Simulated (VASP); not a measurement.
# Mg9O8 (a cell with a defect) in VASP: a series of runs

The runs below take Mg9O8 (a cell with a defect) through single point, with PBE.

All numbers are computed with VASP 6.6.1; they aren't measurements. Logs are shortened: lines on timing, memory, paths and dates and some standing lists are left out, and cuts for length are marked.

**1. The cell of the first run**

The cell holds a defect, 17 atoms: a = 5.694 Å, b = 5.694 Å, c = 5.694 Å, α = 60.00°, β = 60.00°, γ = 60.00°.

**2. Single point, PBE**

Input file INCAR:

```
PREC = Accurate
ENCUT = 520
EDIFF = 1E-6
ISMEAR = 0
SIGMA = 0.05
LREAL = Auto
LASPH = True
NELM = 80
ALGO = Normal
ISIF = 2
LWAVE = False
LCHARG = True
GGA = PE
LELF = True
LVHAR = True
NBANDS = 47
```

Input file KPOINTS:

```
Automatic mesh
0
Gamma
  2 2 2
```

Input file POSCAR:

```
Mg9O8
1.0
    0.0000000000      4.0260000000      4.0260000000
    4.0260000000      0.0000000000      4.0260000000
    4.0260000000      4.0260000000      0.0000000000
Mg O
9 8
Direct
   -0.0003570541     -0.0015885494     -0.0085304272
   -0.0073128415     -0.0085483110      0.4898759314
   -0.0352244163      0.5114526826      0.0105085693
   -0.0006161202      0.4926829359      0.4977105067
    0.5127677596     -0.0364443616      0.0104470939
    0.4938277447     -0.0018573025      0.4977378291
    0.5423948087      0.5411571038      0.0397000745
    0.5127408097      0.5114444858      0.4622703676
    0.4013622702      0.4001501490      0.8985940139
    0.2236995777      0.2225239692      0.2683709637
    0.2570629657      0.2557954545      0.7547716095
    0.2316295330      0.7592259066      0.2581300298
    0.2231698957      0.7695750124      0.7211015897
    0.7604379036      0.2303474913      0.2581430700
    0.7708012916      0.2219731744      0.7210829608
    0.7535326627      0.7523048932      0.2512964481
    0.7607060358      0.7594809985      0.7294516890
```

Potentials or basis: VASP PAW PBE potentials, release 64 (Mg, O).

Command:

```
$ cat potpaw_PBE.64/Mg/POTCAR potpaw_PBE.64/O/POTCAR > POTCAR
$ mpirun -np 1 vasp_std > vasp.out
```

OUTCAR:

```text
PREC = Accurate
   ENCUT = 520
   EDIFF = 1E-6
   ISMEAR = 0
   LREAL = Auto
   LASPH = True
   NELM = 80
   ISIF = 2
   GGA = PE

 ion  position               nearest neighbor table
   1  1.000  0.998  0.991-  16 1.98  14 2.01  12 2.01  13 2.02  15 2.02  11 2.08   2 2.80   6 2.81
                             4 2.81   5 2.82   3 2.82   3 2.88   4 2.88   5 2.88   6 2.88   2 2.90
   2  0.993  0.991  0.490-  13 1.86  15 1.86  10 1.86  12 1.87  17 1.87  14 1.87   1 2.80   4 2.80
                             6 2.80   3 2.85   5 2.85   8 2.85   8 2.85   5 2.85   3 2.85   6 2.90
   3  0.965  0.511  0.011-  16 1.95  17 1.97  14 1.97   9 2.06  11 2.07  13 2.09  10 2.09   7 2.25
                             8 2.57   5 2.57   1 2.82   4 2.82   2 2.85   2 2.85   4 2.88   1 2.88
   4  0.999  0.493  0.498-  16 1.98  17 2.01  12 2.01  15 2.02  10 2.02  11 2.08   2 2.80   1 2.81
                             6 2.82   8 2.82   3 2.82   6 2.88   3 2.88   8 2.88   1 2.88   2 2.90
   5  0.513  0.964  0.010-  16 1.95  17 1.97  12 1.97   9 2.06  11 2.07  15 2.09  10 2.09   7 2.25
                             8 2.57   3 2.57   1 2.82   6 2.82   2 2.85   2 2.85   6 2.88   1 2.88
   6  0.494  0.998  0.498-  16 1.98  17 2.01  14 2.01  13 2.02  10 2.02  11 2.08   2 2.80   1 2.81
                             4 2.82   8 2.82   5 2.82   4 2.88   5 2.88   8 2.88   1 2.88   2 2.90
   7  0.542  0.541  0.040-  17 1.83  12 1.83  14 1.83   9 1.97   8 2.25   3 2.25   5 2.25  10 2.62
                            15 2.62  13 2.62   6 2.91   4 2.91   1 2.91   1 2.91   4 2.92   6 2.92
   8  0.513  0.511  0.462-  16 1.95  14 1.97  12 1.97   9 2.06  11 2.07  15 2.09  13 2.09   7 2.25
                             3 2.57   5 2.57   6 2.82   4 2.82   2 2.85   2 2.85   4 2.88   6 2.88
   9  0.401  0.400  0.899-  13 1.80  15 1.80  10 1.80   7 1.97  11 2.01   8 2.06   3 2.06   5 2.06
                             6 3.15   4 3.15   1 3.15   1 3.15   4 3.15   6 3.15   2 3.45   2 3.45
  10  0.224  0.223  0.268-   9 1.80   2 1.86   6 2.02   4 2.02   3 2.09   5 2.09   7 2.62
  11  0.257  0.256  0.755-   9 2.01   8 2.07   5 2.07   3 2.07   6 2.08   4 2.08   1 2.08
  12  0.232  0.759  0.258-   7 1.83   2 1.87   8 1.97   5 1.97   1 2.01   4 2.01
  13  0.223  0.770  0.721-   9 1.80   2 1.86   1 2.02   6 2.02   3 2.09   8 2.09   7 2.62
  14  0.760  0.230  0.258-   7 1.83   2 1.87   8 1.97   3 1.97   1 2.01   6 2.01
  15  0.771  0.222  0.721-   9 1.80   2 1.86   1 2.02   4 2.02   5 2.09   8 2.09   7 2.62
  16  0.754  0.752  0.251-   5 1.95   3 1.95   8 1.95   1 1.98   4 1.98   6 1.98
  17  0.761  0.759  0.729-   7 1.83   2 1.87   5 1.97   3 1.97   4 2.01   6 2.01

  LATTYP: Found a face centered cubic cell.
 ALAT       =     8.0520000000

  Lattice vectors:

 A1 = (   0.0000000000,   4.0260000000,   4.0260000000)
 A2 = (   4.0260000000,   0.0000000000,   4.0260000000)
 A3 = (   4.0260000000,   4.0260000000,   0.0000000000)

Analysis of symmetry for initial positions (statically):
=====================================================================
 Subroutine PRICEL returns:
 Original cell was already a primitive cell.

 Routine SETGRP: Setting up the symmetry group for a
 face centered cubic supercell.

 Subroutine GETGRP returns: Found  1 space group operations
 (whereof  1 operations were pure point group operations)
 out of a pool of 48 trial point group operations.

The static configuration has the point symmetry C_1 .

Analysis of symmetry for dynamics (positions and initial velocities):
=====================================================================
 Subroutine PRICEL returns:
 Original cell was already a primitive cell.

 Routine SETGRP: Setting up the symmetry group for a
 face centered cubic supercell.

 Subroutine GETGRP returns: Found  1 space group operations
 (whereof  1 operations were pure point group operations)
 out of a pool of 48 trial point group operations.

The dynamic configuration has the point symmetry C_1 .

 Subroutine INISYM returns: Found  1 space group operations
 (whereof  1 operations are pure point group operations),
 and found     1 'primitive' translations

----------------------------------------------------------------------------------------

                                     Primitive cell

  volume of cell :     130.5123

  direct lattice vectors                    reciprocal lattice vectors
     0.000000000  4.026000000  4.026000000    -0.124192747  0.124192747  0.124192747
     4.026000000  0.000000000  4.026000000     0.124192747 -0.124192747  0.124192747
     4.026000000  4.026000000  0.000000000     0.124192747  0.124192747 -0.124192747

  length of vectors
     5.693623802  5.693623802  5.693623802     0.215108148  0.215108148  0.215108148

  position of ions in fractional coordinates (direct lattice)
     0.999642946  0.998411451  0.991469573
     0.992687158  0.991451689  0.489875931
     0.964775584  0.511452683  0.010508569
     0.999383880  0.492682936  0.497710507
     0.512767760  0.963555638  0.010447094
     0.493827745  0.998142698  0.497737829
[... 9 lines left out ...]
     0.753532663  0.752304893  0.251296448
     0.760706036  0.759480999  0.729451689

  ion indices of the primitive-cell ions
   primitive index   ion index
                 1           1
                 2           2
                 3           3
                 4           4
                 5           5
                 6           6
[... 9 lines left out ...]
                16          16
                17          17

----------------------------------------------------------------------------------------

 KPOINTS: Automatic mesh

Automatic generation of k-mesh.
 Grid dimensions read from file:
 generate k-points for:    2    2    2

 Generating k-lattice:

  Cartesian coordinates                     Fractional coordinates (reciprocal lattice)
    -0.062096374  0.062096374  0.062096374     0.500000000  0.000000000  0.000000000
     0.062096374 -0.062096374  0.062096374     0.000000000  0.500000000  0.000000000
     0.062096374  0.062096374 -0.062096374     0.000000000  0.000000000  0.500000000

  Length of vectors
     0.107554074  0.107554074  0.107554074

  Shift w.r.t. Gamma in fractional coordinates (k-lattice)
     0.000000000  0.000000000  0.000000000

 Subroutine IBZKPT returns following result:
 ===========================================

 Found      8 irreducible k-points:

 Following reciprocal coordinates:
            Coordinates               Weight
  0.000000  0.000000  0.000000      1.000000
  0.500000  0.000000  0.000000      1.000000
  0.000000  0.500000  0.000000      1.000000
  0.000000  0.000000  0.500000      1.000000
  0.500000  0.500000  0.500000      1.000000
  0.500000  0.500000  0.000000      1.000000
  0.000000  0.500000  0.500000      1.000000
  0.500000  0.000000  0.500000      1.000000
   k-points           NKPTS =      8   k-points in BZ     NKDIM =      8   number of bands    NBANDS=     47
   number of dos      NEDOS =    301   number of ions     NIONS =     17
   total plane-waves  NPLWV =  74088
   dimension x,y,z NGX =    42 NGY =   42 NGZ =   42
   dimension x,y,z NGXF=    84 NGYF=   84 NGZF=   84
   ions per type =               9   8
   NGX,Y,Z   is equivalent  to a cutoff of  12.26, 12.26, 12.26 a.u.
   NGXF,Y,Z  is equivalent  to a cutoff of  24.53, 24.53, 24.53 a.u.
 SYSTEM =  unknown system
   PREC   = accura    normal or accurate (medium, high low for compatibility)
   ISTART =      0    job   : 0-new  1-cont  2-samecut
   ICHARG =      2    charge: 1-file 2-atom 10-const
   ISPIN  =      1    spin polarized calculation?
   LNONCOLLINEAR =      F non collinear calculations
   LSORBIT =      F    spin-orbit coupling
   LASPH  =      T    aspherical Exc in radial PAW
   ENCUT  =  520.0 eV  38.22 Ry    6.18 a.u.  10.59 10.59 10.59*2*pi/ulx,y,z
   NELM   =     80;   NELMIN=  2; NELMDL= -5     # of ELM steps
   EDIFF  = 0.1E-05   stopping-criterion for ELM
   LREAL  =      T    real-space projection
   EDIFFG = 0.1E-04   stopping-criterion for IOM
   NSW    =      0    number of steps for IOM
   IBRION =     -1    ionic relax: 0-MD 1-quasi-New 2-CG
   NFREE  =      0    steps in history (QN), initial steepest desc. (CG)
   ISIF   =      2    stress and relaxation
   ISYM   =      2    0-nonsym 1-usesym 2-fastsym
   POTIM  = 0.5000    time-step for ionic-motion
   TEBEG  =    0.0;   TEEND  =   0.0 temperature during run
   PSTRESS=    0.0 pullay stress
   NELECT =      66.0000    total number of electrons
   NUPDOWN=      -1.0000    fix difference up-down
   EMIN   =  10.00;   EMAX   =-10.00  energy-range for DOS
   EFERMI =   0.00;   METHOD = LEGACY
   ISMEAR =     0;   SIGMA  =   0.05  broadening in eV -4-tet -1-fermi 0-gaus
   EFERMI_NEDOS =   21; number of points for ismear=-14 and -15
   IALGO  =     38    algorithm
   IMIX   =      4    mixing-type and parameters
     AMIX     =   0.40;   BMIX     =  1.00
     AMIX_MAG =   1.60;   BMIX_MAG =  1.00
  volume/ion in A,a.u.               =       7.68        51.81
  Fermi-wavevector in a.u.,A,eV,Ry     =   1.304285  2.464741 23.145665  1.701158
  Thomas-Fermi vector in A             =   2.435231
   LORBIT       =      0    0 simple, 1 ext, 2 COOP (PROOUT), +10 PAW based schemes
   GGA     = PE    functional components
   LHFCALC =     F    Hartree Fock is set to
   AEXX    =    0.0000 exact exchange contribution
   IVDW    =     0    specifies the selected vdW correction
   LEPSILON=     F    determine dielectric tensor
   LRPA    =     F    only Hartree local field effects (RPA)
 non-spin polarized calculation
 Gauss-broadening in eV      SIGMA  =   0.05
  energy-cutoff  :      520.00
  volume of cell :      130.51
 maximum number of plane-waves:      3527
   NGX = 21   NGY = 21   NGZ = 21

 number of electron      66.0000000 magnetization

 Free energy of the ion-electron system (eV)
  ---------------------------------------------------
  ext. energy  EPLUGINS =         0.00000000
  ---------------------------------------------------
  free energy    TOTEN  =       -74.41222150 eV

  energy without entropy =      -74.40258033  energy(sigma->0) =      -74.40740091

 E-fermi :  12.2238     XC(G=0): -12.1064

 val. band max:       12.2087811372   @ k =   0.5000   0.0000   0.5000
 cond. band min:      12.4853295919   @ k =   0.0000   0.0000   0.5000
 fundamental gap:      0.2765484548
 Fermi energy:        12.2238299643

 k-point     1 :       0.0000    0.0000    0.0000
  band No.  band energies     occupation
      1     -13.3743      2.00000
      2     -11.9573      2.00000
      3     -11.5638      2.00000
      4     -11.5634      2.00000
      5     -11.5606      2.00000
      6     -11.4778      2.00000
[... 37 lines left out ...]
     44      18.4401      0.00000
     45      18.4463      0.00000

 k-point     2 :       0.5000    0.0000    0.0000
  band No.  band energies     occupation
      1     -12.7244      2.00000
      2     -12.5488      2.00000
      3     -11.7789      2.00000
      4     -11.5840      2.00000
      5     -11.5259      2.00000
      6     -11.4410      2.00000
[... 37 lines left out ...]
     44      17.5011      0.00000
     45      17.7788      0.00000

 k-point     3 :       0.0000    0.5000    0.0000
  band No.  band energies     occupation
      1     -12.7246      2.00000
      2     -12.5486      2.00000
      3     -11.7789      2.00000
      4     -11.5841      2.00000
      5     -11.5258      2.00000
      6     -11.4410      2.00000
[... 229 lines left out ...]
     44      17.3200      0.00000
     45      17.5220      0.00000

 k-point     8 :       0.5000    0.0000    0.5000
  band No.  band energies     occupation
      1     -12.5431      2.00000
      2     -12.3808      2.00000
      3     -12.0400      2.00000
      4     -11.6622      2.00000
      5     -11.6581      2.00000
      6     -11.5201      2.00000
[... 37 lines left out ...]
     44      17.3196      0.00000
     45      17.5221      0.00000
 [bands above 45 left out]

------------------------ aborting loop because EDIFF is reached ----------------------------------------

  FORCE on cell =-STRESS in cart. coord.  units (eV):
  Direction    XX          YY          ZZ          XY          YZ          ZX
  --------------------------------------------------------------------------------------
  -------------------------------------------------------------------------------------
  Total       71.0342953     71.0350943     70.9251090      3.4967244      3.4911065      3.4882861
  in kB      872.0218192    872.0316270    870.6814408     42.9260250     42.8570595     42.8224359
  external PRESSURE =     871.5782957 kB  Pullay stress =       0.0000000 kB

 VOLUME and BASIS-vectors are now :
 -----------------------------------------------------------------------------
  energy-cutoff  :      520.00
  volume of cell :      130.51
      direct lattice vectors                 reciprocal lattice vectors
     0.000000000  4.026000000  4.026000000    -0.124192747  0.124192747  0.124192747
     4.026000000  0.000000000  4.026000000     0.124192747 -0.124192747  0.124192747
     4.026000000  4.026000000  0.000000000     0.124192747  0.124192747 -0.124192747

 POSITION                                       TOTAL-FORCE (eV/Angst)
 -----------------------------------------------------------------------------------
      8.01126      8.01622      8.04417         0.005720      0.006567     -0.017198
      5.96382      5.96880      7.98814        -0.005297     -0.005342     -0.006707
      2.10142      3.92649      5.94330         0.007411      0.019339      0.020978
      3.98732      6.02730      6.00706         0.003242     -0.020027      0.007201
      3.92134      2.10646      5.94368         0.022572      0.005694      0.017140
      6.02242      3.99204      6.00667        -0.022119      0.005434      0.010437
[... 9 lines left out ...]
      4.04050      4.04544      6.06250        -0.004862     -0.005274     -0.005990
      5.99444      5.99938      6.12027        -0.018426     -0.014282      0.032076
 -----------------------------------------------------------------------------------
    total drift:                                0.018825      0.001133     -0.008241

  FREE ENERGIE OF THE ION-ELECTRON SYSTEM (eV)
  ---------------------------------------------------
  free  energy   TOTEN  =       -74.4122215004 eV

  energy  without entropy=      -74.4025803293  energy(sigma->0) =      -74.40740091
```

It took 90 s on 1 thread of Intel Xeon Platinum 8375C at 2.90GHz (Ice Lake), shared host; peak memory 0.26 GiB.

What came out:

- Free energy: -74.4122 eV
- Pressure: 87.2 GPa
- Largest force: 0.203 eV/Å
- Band gap on the k mesh: zero (band 33 reaches 12.21 eV, above the bottom of band 34 at 12.05 eV)

Forces in eV/Å, atoms in the order of the input:
```
Mg   0.006  0.007 -0.017
Mg  -0.005 -0.005 -0.007
Mg   0.007  0.019  0.021
Mg   0.003 -0.020  0.007
Mg   0.023  0.006  0.017
Mg  -0.022  0.005  0.010
Mg  -0.116 -0.117 -0.118
Mg   0.026  0.023  0.001
Mg   0.049  0.048  0.056
O    0.020  0.022 -0.021
O    0.010  0.006  0.005
O    0.027 -0.007 -0.011
O    0.021 -0.018  0.020
O   -0.008  0.030 -0.009
O   -0.018  0.021  0.020
O   -0.005 -0.005 -0.006
O   -0.018 -0.014  0.032
```

Stress tensor (GPa, compression positive):
```
87.20  4.29  4.28
 4.29 87.20  4.29
 4.28  4.29 87.07
```

Levels at points of the mesh, in eV from the Fermi level:
```
           k point  band 30  band 31  band 32  band 33  band 34  band 35  band 36  band 37
(0.00, 0.00, 0.00)    -7.54    -7.54    -7.32    -2.01    -0.18     0.67     0.67     0.74
(0.50, 0.00, 0.00)    -7.78    -7.71    -7.59    -0.48     0.27     1.00     1.92     1.93
(0.00, 0.50, 0.00)    -7.78    -7.71    -7.59    -0.48     0.27     1.00     1.92     1.93
(0.00, 0.00, 0.50)    -7.78    -7.71    -7.59    -0.48     0.26     1.00     1.92     1.93
(0.50, 0.50, 0.50)    -8.16    -7.77    -7.77    -0.23     0.38     1.65     1.74     1.74
(0.50, 0.50, 0.00)    -7.99    -7.96    -7.91    -0.02     1.01     1.65     2.11     2.41
(0.00, 0.50, 0.50)    -7.99    -7.97    -7.91    -0.02     1.00     1.65     2.11     2.42
(0.50, 0.00, 0.50)    -7.99    -7.97    -7.91    -0.02     1.00     1.65     2.11     2.41
```

Caveat: the k points lie up to 0.68 Å⁻¹ apart.

[end of part 1 of 2]
